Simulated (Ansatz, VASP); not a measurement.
# Two plane-wave programs on InP

```
In P
1.0
     0.00000    2.67274    2.89645
     2.67274    0.00000    2.89645
     2.67274    2.67274    0.00000
In P
1 1
Direct
  0.00000 0.00000 0.00000
  0.50000 0.50000 0.50000
```

Alike in both runs: task single point; functional PBE; k mesh 20 × 20 × 20; occupations gaussian, width 0.15 eV; no spin polarisation.

|  | VASP | Ansatz |
| --- | --- | --- |
| version | VASP 6.6.1 | Ansatz 0.2.0 |
| potentials or method | VASP PAW PBE potentials, release 64 (In_d, P), cutoff 520 eV | scalar-relativistic, plane waves, PAW |
| valence electrons in the cell | 18 | 18 |

|  | VASP | Ansatz | Ansatz less VASP |
| --- | --- | --- | --- |
| gap on the k mesh at the Fermi level (eV) | none | none | - |
| pressure (GPa) | 3.0 | 3.1 | +0.05 |
| traceless stress, the component that is largest in VASP (GPa) | -5.49 | -5.52 | -0.025 |

A gap of «none» marks a metal or a gap that the smearing closes. With one functional, cell and mesh, what is left measures potentials, basis and numerics.
